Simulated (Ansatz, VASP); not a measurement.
## Two plane-wave programs on Al2BN3

```xyz
12
Lattice="5.1010 0.0000 0.0000 -2.5505 4.4176 0.0000 0.0000 0.0000 8.2309" Properties=species:S:1:pos:R:3 pbc="T T T"
Al    0.0000    0.0000    4.1154
Al    0.0000    2.9451    0.0000
Al    0.0000    0.0000    0.0000
Al    2.5505    1.4725    0.0000
B     0.0000    2.9451    4.1154
B     2.5505    1.4725    4.1154
N     3.4017    0.0000    0.0000
N     0.8497    1.4717    0.0000
N    -1.7009    2.9460    0.0000
N     1.9473    0.0000    4.1154
N    -0.9736    1.6864    4.1154
N     1.5769    2.7312    4.1154
```

Alike in both runs: task relaxation of cell and atoms; functional PBE; k mesh 6 × 6 × 4; occupations gaussian, width 0.02 eV; no spin polarisation.

```csv
,VASP,Ansatz
version,VASP 6.6.1,Ansatz 0.2.0
potentials or method,"VASP PAW PBE potentials, release 64 (Al, B, N), cutoff 600 eV","scalar-relativistic, plane waves, PAW"
valence electrons in the cell,48,48
```

Ansatz gave:

```
gap on the k mesh at the Fermi level, each at its own relaxed structure (eV)  : 2.44
relaxed volume (Å³/atom)                                                      : 15.46
relaxed length of the cell vector where the two differ most in proportion (Å) : 8.231
```

Problem. Which values does VASP return?

Solution. gap on the k mesh at the Fermi level, each at its own relaxed structure (eV): 2.43; relaxed volume (Å³/atom): 15.46; relaxed length of the cell vector where the two differ most in proportion (Å): 8.227.
